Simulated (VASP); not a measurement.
Here is a VASP 6.6.1 calculation.

Contents of INCAR:

```
ALGO     = Normal         # electronic algorithm
EDIFF    = 1E-6           # SCF threshold, eV
ENCUT    = 520            # plane-wave cutoff, eV
GGA      = PE             # functional
ISIF     = 2              # what is computed and relaxed
ISMEAR   = -1             # smearing method
ISPIN    = 2              # spin polarisation
LASPH    = T              # aspherical terms in the spheres
LCHARG   = T              # write CHGCAR
LELF     = T              # ELF
LORBIT   = 11             # projections on sites
LREAL    = Auto         
LVHAR    = T            
LWAVE    = F              # write WAVECAR
MAGMOM   = 0 0 0 0 0 0 0 0 0 0 0 0 0 0 0 0 0 0 0 # initial moments
NBANDS   = 58             # bands
NELM     = 150            # most SCF steps
PREC     = Accurate       # precision mode
SIGMA    = 0.05           # smearing width, eV
```

File KPOINTS:

```
k-points
0
Gamma
  2 2 1
```

File POSCAR:

```
NaC18
1.0
    7.3980000000      0.0000000000      0.0000000000
   -3.6990000000      6.4068560000      0.0000000000
    0.0000000000      0.0000000000     13.0000000000
C Na
18 1
Direct
   -0.0064191855      0.0041948812      0.0774110769
    0.2166201373      0.1157274332      0.0776383077
   -0.0064101396      0.3388766659      0.0773449231
    0.2166507049      0.4503622370      0.0775863846
   -0.0061259662      0.6716785893      0.0787709231
    0.2160076465      0.7827400834      0.0787386923
    0.3275645637      0.0046333178      0.0787479231
    0.5494497236      0.1161527589      0.0787704615
    0.3281443699      0.3387894156      0.0777222308
    0.5501842032      0.4498190688      0.0787957692
    0.3275671955      0.6724131150      0.0787438462
    0.5494455494      0.7827786359      0.0787657692
    0.6599163044      0.0046982483      0.0785982308
    0.8820691600      0.1157503774      0.0772083077
    0.6605397591      0.3383022812      0.0787270769
    0.8824306865      0.4498129816      0.0786093077
    0.6605347414      0.6717177661      0.0787243846
    0.8824360054      0.7821074799      0.0786613077
    0.1013543721      0.2259523236      0.2427430000
```

Potentials or basis: VASP PAW PBE potentials, release 64 (C, Na_pv).

Command:

```console
$ cat potpaw_PBE.64/C/POTCAR potpaw_PBE.64/Na_pv/POTCAR > POTCAR
$ mpirun -np 1 vasp_std > vasp.out
```

(1) What does it give for the net moment?

(2) Predict the largest force.

Results:

(1) 0.00 μB per cell.

(2) 0.025 eV/Å.

Caveat: the k points lie up to 0.49 Å⁻¹ apart; there is no dipole correction, which matters where the two faces differ; no moment was typed at the start, so none could form.
